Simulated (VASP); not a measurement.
Here is a VASP 6.6.1 calculation.

INCAR

```
SYSTEM = Ti
ALGO     = Normal         ! electronic algorithm
EDIFF    = 1E-6           ! SCF threshold, eV
ENCUT    = 500            ! plane-wave cutoff, eV
GGA      = PE             ! functional
GGA_COMPAT= .False.      
ISIF     = 2              ! what is computed and relaxed
ISMEAR   = -1             ! smearing method
LASPH    = .True.         ! aspherical terms in the spheres
LCHARG   = .True.         ! write CHGCAR
LELF     = .True.         ! ELF
LREAL    = .False.        ! projectors in reciprocal space
LVHAR    = .True.       
LWAVE    = .False.        ! write WAVECAR
NBANDS   = 12             ! bands
NELM     = 120            ! most SCF steps
PREC     = Accurate       ! precision mode
SIGMA    = 0.05           ! smearing width, eV
```

Contents of KPOINTS:

```
k-points
0
Gamma
  15 15 15
  0 0 0
```

File POSCAR:

```
Ti
1.0
    0.0000000000      2.0501003171      2.0501003171
    2.0501003171      0.0000000000      2.0501003171
    2.0501003171      2.0501003171      0.0000000000
Ti
1
Direct
    0.0000000000      0.0000000000      0.0000000000
```

Potentials or basis: VASP PAW PBE potentials, release 64 (Ti_sv).

Launch:

```sh
$ cat potpaw_PBE.64/Ti_sv/POTCAR > POTCAR
$ mpirun -np 1 vasp_std > vasp.out
```

Q: What does it give for the pressure?

A: 0.7 GPa.

Q: Estimate the band gap on the k mesh.

A: Zero (band 6 reaches 9.18 eV, above the bottom of band 7 at 8.03 eV).
